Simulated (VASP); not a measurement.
Input of a VASP 6.6.1 run:

The input INCAR:

```
PREC = Accurate
ENCUT = 520
EDIFF = 1E-6
ISMEAR = -1
SIGMA = 0.1
LREAL = F
LASPH = T
NELM = 100
ALGO = Normal
ISIF = 2
LWAVE = F
LCHARG = F
GGA = PE
NBANDS = 22
```

File KPOINTS:

```
regular mesh
0
Gamma
  8 8 5
```

The input POSCAR:

```
Na
1.0
    3.3192496190      0.0000000000      0.0000000000
   -1.6596248095      2.8745544915      0.0000000000
    0.0000000000      0.0000000000     10.5589845368
Na
4
Direct
    0.0000000000      0.0000000000      0.0000000000
    0.0000000000      0.0000000000      0.5000000000
    0.3333333333      0.6666666667      0.2500000000
    0.6666666667      0.3333333333      0.7500000000
```

Potentials or basis: VASP PAW PBE potentials, release 64 (Na_pv).

Launch:

```console
$ cat potpaw_PBE.64/Na_pv/POTCAR > POTCAR
$ mpirun -np 1 vasp_std > vasp.out
```

Problem. Estimate the band gap on the k mesh.

Solution. Zero (bands 14 and 15 overlap by 4.03 eV).

Problem. Predict the pressure.

Solution. 6.1 GPa.

Caveat: the cell stands under pressure.
